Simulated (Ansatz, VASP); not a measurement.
**One calculation of MnF2, two programs**

INCAR

```
PREC = Accurate ; ENCUT = 520
EDIFF = 1E-6 ; ISMEAR = 0
SIGMA = 0.05 ; LREAL = False
LASPH = True ; NELM = 150
ALGO = Normal ; ISIF = 2
LWAVE = False ; LCHARG = False
ISPIN = 2 ; MAGMOM = 5 5 0 0 0 0
LORBIT = 11 ; LMAXMIX = 4
LDAU = True ; LDAUTYPE = 1
LDAUL = 2 -1 ; LDAUU = 2 0
LDAUJ = 0.5 0 ; LDAUPRINT = 1
NBANDS = 40
```

The input KPOINTS:

```
Automatic mesh
0
Gamma
  4 4 6
```

The input POSCAR:

```
MnF2
1.0
    4.8733996600      0.0000000000      0.0000000000
    0.0000000000      4.8733996600      0.0000000000
    0.0000000000      0.0000000000      3.3098997700
Mn F
2 4
Direct
    0.0000000000      0.0000000000      0.0000000000
    0.5000000000      0.5000000000      0.5000000000
    0.3050000000      0.3050000000      0.0000000000
    0.1950000000      0.8050000000      0.5000000000
    0.6950000000      0.6950000000      0.0000000000
    0.8050000000      0.1950000000      0.5000000000
```

Input for Ansatz:

```yaml
crystal:
  lattice:
    - [4.87339966, 0.0, 0.0]
    - [0.0, 4.87339966, 0.0]
    - [0.0, 0.0, 3.30989977]
  atoms:
    - { symbol: Mn, position: [0.0, 0.0, 0.0], spin: 5.0 }
    - { symbol: Mn, position: [0.5, 0.5, 0.5], spin: 5.0 }
    - { symbol: F, position: [0.305, 0.305, 0.0] }
    - { symbol: F, position: [0.195, 0.805, 0.5] }
    - { symbol: F, position: [0.695, 0.695, 0.0] }
    - { symbol: F, position: [0.805, 0.195, 0.5] }
basis:
  ecutwfc: 420
  ecutrho_ratio: 4
kpoints:
  mp_grid: { grid: [4, 4, 6] }
hamiltonian:
  xc: lda
  hubbard:
    sites:
      - { site: 0, l: d, u: 2.0, j: 0.5 }
      - { site: 1, l: d, u: 2.0, j: 0.5 }
scf:
  occupations: { method: gaussian, width: 0.05 }
  lower_state_search: "off"
  max_iter: 150
output:
  forces: true
  stress: true
  eigenvalues: true
  populations: true
  hubbard: { sites: [{ site: 0, l: d }, { site: 1, l: d }] }
magnetization:
  spin_polarized: true
```

Alike in both runs: task single point; functional LDA; k mesh 4 × 4 × 6; occupations gaussian, width 0.05 eV; collinear spin; Hubbard terms Mn d U = 2.0 eV, J = 0.5 eV.

```csv
,VASP,Ansatz
version,VASP 6.6.1,Ansatz 0.2.0
potentials or method,"VASP PAW LDA potentials, release 64 (Mn_pv, F), cutoff 520 eV","scalar-relativistic, plane waves, PAW"
valence electrons in the cell,54,58
```

```tsv
	VASP	Ansatz	Ansatz less VASP
gap on the k mesh at the Fermi level (eV)	1.29	1.34	+0.047
least direct gap on the mesh (eV)	1.29	1.34	+0.047
pressure (GPa)	-5.1	-4.8	+0.32
traceless stress, the component that is largest in VASP (GPa)	-0.72	-0.68	+0.040
rms of the force components (eV/Å)	0.024	0.025	+0.0014
net moment per atom (μB)	1.67	1.67	0.000
size of the moment on the site where the two differ most (μB)	4.59	4.18	-0.415
```

LDA's correlation is that of Perdew and Zunger in VASP and of Perdew and Wang (1992) in Ansatz. Site moments also hang on the region over which each program counts them. The programs project onto different local orbitals, so the same U acts differently, and such runs can settle in different states. Atom by atom the forces differ by 0.001 eV/Å (rms over components). VASP's potentials hold 54 valence electrons a cell and Ansatz's 58, so a difference there can come from the potentials and not from the codes.
